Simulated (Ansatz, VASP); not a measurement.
# Na: VASP beside Ansatz

```xyz
1
Lattice="-2.1175 2.1175 2.1175 2.1175 -2.1175 2.1175 2.1175 2.1175 -2.1175" Properties=species:S:1:pos:R:3 pbc="T T T"
Na    0.0000    0.0000    0.0000
```

Alike in both runs: task single point; functional LDA; k mesh 6 × 6 × 6; occupations gaussian, width 0.1 eV; no spin polarisation.

|  | VASP | Ansatz |
| --- | --- | --- |
| version | VASP 6.6.1 | Ansatz 0.2.0 |
| potentials or method | VASP PAW LDA potentials, release 64 (Na_pv), cutoff 520 eV | scalar-relativistic, plane waves, PAW |
| valence electrons in the cell | 7 | 9 |

VASP gave:

| Property | Result |
| --- | --- |
| gap on the k mesh at the Fermi level (eV) | none |
| pressure (GPa) | -1.0 |

Task: Which values does Ansatz return?

Result: gap on the k mesh at the Fermi level (eV): none; pressure (GPa): -0.8.

Ansatz warns that its potentials were made for another functional, while VASP's fit it. LDA's correlation is that of Perdew and Zunger in VASP and of Perdew and Wang (1992) in Ansatz. A gap of «none» marks a metal or a gap that the smearing closes. VASP's potentials hold 7 valence electrons a cell and Ansatz's 9, so a difference there can come from the potentials and not from the codes.
